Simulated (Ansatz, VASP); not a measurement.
# One calculation of ZnS, two programs

Contents of INCAR:

```
ALGO     = Normal         # electronic algorithm
EDIFF    = 1E-6           # SCF threshold, eV
ENCUT    = 500            # plane-wave cutoff, eV
GGA      = PS             # functional
GGA_COMPAT= F            
ISIF     = 2              # what is computed and relaxed
ISMEAR   = 0              # smearing method
LASPH    = T              # aspherical terms in the spheres
LCHARG   = T              # write CHGCAR
LELF     = T              # ELF
LREAL    = F              # projectors in reciprocal space
LVHAR    = T            
LWAVE    = F              # write WAVECAR
NBANDS   = 16             # bands
NELM     = 120            # most SCF steps
PREC     = Accurate       # precision mode
SIGMA    = 0.01           # smearing width, eV
```

File KPOINTS:

```
k-points
0
Gamma
  8 8 8
```

The input POSCAR:

```
ZnS
1.0
    2.6509919054      2.6509919054      0.0000000000
   -2.6509919054      2.6509919054      0.0000000000
    0.0000000000      2.6509919054      2.7108988110
Zn S
1 1
Direct
    0.7500000000      0.2500000000      0.5000000000
    0.0000000000      0.0000000000      0.0000000000
```

Input for Ansatz:

```yaml
crystal:
  lattice:
    - [2.65099190544, 2.65099190544, 0.0]
    - [-2.65099190544, 2.65099190544, 0.0]
    - [0.0, 2.65099190544, 2.71089881096]
  atoms:
    - { symbol: Zn, position: [0.75, 0.25, 0.5] }
    - { symbol: S, position: [0.0, 0.0, 0.0] }
kpoints:
  mp_grid: { grid: [8, 8, 8] }
scf:
  occupations: { method: fixed }
  convergence: { dr2_threshold: 1.0e-10 }
hamiltonian:
  xc: pbesol
  pseudopotentials: { kind: all_electron, lapw: { basis_error: 0.0005 } }
output:
  forces: true
  stress: true
  eigenstates:
    kpoints:
      - [0.0, 0.0, 0.0]
      - [-0.5, -0.5, -0.5]
      - [-0.5, 0.5, 0.0]
      - [0.0, 0.0, -0.5]
      - [0.0, -0.5, -0.5]
      - [0.0, 0.5, 0.0]
      - [-0.5, 0.0, 0.0]
      - [-0.5, 0.0, -0.5]
  eigenvalues: true
```

Change from the starting cell: film at in-plane strain -0.01.

Alike in both runs: task single point; functional PBEsol; k mesh 8 × 8 × 8; no spin polarisation.

|  | VASP | Ansatz |
| --- | --- | --- |
| version | VASP 6.6.1 | Ansatz 0.2.0 |
| potentials or method | VASP PAW PBE potentials, release 64 (Zn, S), cutoff 500 eV | all-electron LAPW, scalar-relativistic |
| occupations | gaussian, width 0.01 eV | fixed |

Ansatz gave:

- gap on the k mesh at the Fermi level (eV): 2.10
- pressure (GPa): 0.7
- traceless stress, the component that is largest in VASP (GPa): -0.65

Which values does VASP return?

gap on the k mesh at the Fermi level (eV): 2.10; pressure (GPa): 0.8; traceless stress, the component that is largest in VASP (GPa): -0.65.

VASP's potentials were made for PBE, not for PBEsol. Ansatz ran all-electron here, and VASP with PAW potentials.
